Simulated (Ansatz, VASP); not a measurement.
# AlPd4: VASP beside Ansatz

```
CELL_PARAMETERS angstrom
2.84913 0.00000 0.00000
-1.42456 2.46742 0.00000
0.00000 0.00000 10.79123
ATOMIC_POSITIONS crystal
Al 0.00000 0.00000 0.00000
Pd 0.33333 0.66667 0.82120
Pd 0.33333 0.66667 0.39379
Pd 0.66667 0.33333 0.17880
Pd 0.66667 0.33333 0.60621
```

Change from the starting cell: species swapped into the Co4H type (P-3m1, No. 164).

Alike in both runs: functional PBE; k mesh 6 × 6 × 2; occupations gaussian, width 0.1 eV; no spin polarisation.

Ansatz relaxed the structure, and its values are those at the end. VASP's run is a single point on that final structure, the one shown.

```csv
,VASP,Ansatz
version,VASP 6.6.1,Ansatz 0.2.0
potentials or method,"VASP PAW PBE potentials, release 64 (Al, Pd), cutoff 520 eV","scalar-relativistic, plane waves, PAW"
valence electrons in the cell,43,75
```

```csv
,VASP,Ansatz,Ansatz less VASP
gap on the k mesh at the Fermi level (eV),none,none,-
pressure (GPa),-0.2,-0.1,+0.08
rms of the force components (eV/Å),0.007,0.001,-0.0060
```

A gap of «none» marks a metal or a gap that the smearing closes. The functional is the same, so the differences come from potentials, cutoffs and numerics. VASP's potentials hold 43 valence electrons a cell and Ansatz's 75, so a difference there can come from the potentials and not from the codes.

The k mesh is coarse, so the values compare programs but aren't converged.
